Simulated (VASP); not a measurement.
# MgO (CsCl type): single point with PBEsol

The system is MgO (CsCl type).

```
Mg O
1.0
     2.09298    0.00000    0.00000
     0.00000    2.09298    0.00000
     0.00000    0.00000    2.09298
Mg O
1 1
Direct
  0.00000 0.00000 0.00000
  0.50000 0.50000 0.50000
```

This cell differs from its parent crystal: volume scaled by 0.99.

```
Program                : VASP 6.6.1
Task                   : single point
Functional             : PBEsol
Potentials or basis    : VASP PAW PBE potentials, release 64 (Mg, O)
Cutoff                 : 600 eV
k mesh                 : 12 × 12 × 12
Occupations            : gaussian, width 0.01 eV
Spin                   : no spin polarisation
Dipole correction      : no
Further INCAR settings : ALGO = Normal; EDIFF = 1e-06; NBANDS = 11
```

The pressure is 424.6 GPa. The band gap on the k mesh is 7.29 eV, direct.

Levels at points of the mesh, in eV from the valence-band top:
```csv
k point,band 1,band 2,band 3,band 4,band 5,band 6,band 7,band 8
"(0.00, 0.00, 0.00)",-25.21,-1.99,-1.99,-1.99,10.40,10.40,13.05,34.85
"(0.50, 0.00, 0.00)",-21.60,-12.18,-1.51,-1.51,15.72,17.58,19.47,20.60
"(0.50, 0.50, 0.00)",-19.64,-9.17,-9.17,0.00,7.29,20.14,21.91,21.91
"(0.50, 0.50, 0.50)",-16.33,-8.59,-8.59,-8.59,11.11,11.11,11.11,30.13
```

Run time: 6.9 s on 1 thread of Intel(R) Xeon(R) 6975P-C (Granite Rapids), with other jobs on the host, peak memory 0.12 GiB.

Caveat: the PAW data sets were made with another functional, which shifts forces and pressure a little. A k mesh can miss the band edges.
